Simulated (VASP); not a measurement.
Sn3Se:

```
CELL_PARAMETERS angstrom
4.74188 0.00000 0.00000
0.00000 4.74188 0.00000
0.00000 0.00000 4.74188
ATOMIC_POSITIONS crystal
Sn 0.50000 0.50000 0.00000
Sn 0.50000 0.00000 0.50000
Sn 0.00000 0.50000 0.50000
Se 0.00000 0.00000 0.00000
```

```yaml
Program: VASP 6.6.1
Task: relaxation of cell and atoms
Functional: PBEsol
Potentials_or_basis: VASP PAW PBE potentials, release 64 (Sn_d, Se)
Cutoff: 600 eV
k_mesh: 6 × 6 × 6
Occupations: fermi-dirac, width 0.05 eV
Spin: no spin polarisation
```

At the start: pressure -2.6 GPa; volume 26.66 Å³/atom.

Question: Where does the relaxation end?

Answer: Over 3 steps the energy falls by 11.9 meV/atom and the volume is 25.26 Å³/atom (-5.2 %); space group Pm-3m (No. 221, to 0.05 Å).

Step by step:
| step | energy change (eV) | largest force (eV/Å) | pressure (GPa) | volume (Å³) |
| --- | --- | --- | --- | --- |
| 1 | 0.0000 | 0.0000 | -2.63 | 106.62 |
| 2 | -0.0458 | 0.0000 | 0.57 | 100.02 |
| 3 | -0.0477 | 0.0000 | 0.02 | 101.05 |

Final structure:
```
CELL_PARAMETERS angstrom
4.65781 0.00000 0.00000
0.00000 4.65781 0.00000
0.00000 0.00000 4.65781
ATOMIC_POSITIONS crystal
Sn 0.50000 0.50000 0.00000
Sn 0.50000 0.00000 0.50000
Sn 0.00000 0.50000 0.50000
Se 0.00000 0.00000 0.00000
```

Caveat: the PAW data sets were made with another functional, which shifts forces and pressure a little.
